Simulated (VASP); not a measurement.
Crystal: Zr2B.

```xyz
6
Lattice="2.9666 0.0000 0.0000 0.0000 2.9666 0.0000 0.0000 0.0000 11.1124" Properties=species:S:1:pos:R:3 pbc="T T T"
Zr    0.0000    1.4833    9.6025
Zr    1.4833    0.0000    4.0462
Zr    1.4833    0.0000    7.0662
Zr    0.0000    1.4833    1.5100
B     0.0000    0.0000    8.3343
B     0.0000    0.0000    2.7781
```

The cell was generated, and may not be a known phase.

| Quantity | Value |
| --- | --- |
| Program | VASP 6.6.1 |
| Task | relaxation of cell and atoms |
| Functional | PBE |
| Potentials or basis | VASP PAW PBE potentials, release 64 (Zr_sv, B) |
| Cutoff | 600 eV |
| k mesh | 6 × 6 × 2 |
| Occupations | gaussian, width 0.1 eV |
| Spin | no spin polarisation |

At the start: pressure 48.1 GPa; volume 16.30 Å³/atom.

Where does the relaxation end?

Over 17 steps the energy falls by 816.0 meV/atom and the volume is 22.95 Å³/atom (+40.8 %); space group P4_2/mmc (No. 131, to 0.1 Å) before and after.

The path:
```csv
step,energy change (eV),largest force (eV/Å),pressure (GPa),volume (Å³)
1,0.0000,4.8872,48.10,97.79
2,-0.4863,1.6357,-15.94,184.69
3,-4.7371,0.2510,-1.91,132.55
4,-4.7562,0.1276,-0.62,130.64
5,-4.7587,0.0619,0.09,129.65
6,-4.7788,0.1526,0.15,129.91
7,-4.8039,0.3638,0.27,130.37
8,-4.7975,0.4342,0.46,131.03
9,-4.8138,0.4594,0.28,130.66
10,-4.8290,0.3937,0.40,131.08
11,-4.8443,0.2667,0.69,131.83
12,-4.8356,0.0458,1.37,133.28
13,-4.8466,0.2010,0.89,132.32
14,-4.8646,0.2042,0.36,133.89
15,-4.8844,0.1969,-1.00,138.18
16,-4.8955,0.0173,-0.18,137.79
17,-4.8958,0.0145,-0.03,137.73
```

Final structure:
```
CELL_PARAMETERS angstrom
3.42369 0.00000 0.00000
0.00000 3.42369 0.00000
0.00000 0.00000 11.74972
ATOMIC_POSITIONS crystal
Zr 0.00000 0.50000 0.86608
Zr 0.50000 0.00000 0.36608
Zr 0.50000 0.00000 0.63392
Zr 0.00000 0.50000 0.13392
B 0.00000 0.00000 0.75000
B 0.00000 0.00000 0.25000
```

Caveat: the volume moved by over 15 % at a fixed basis, so the end points are rough.
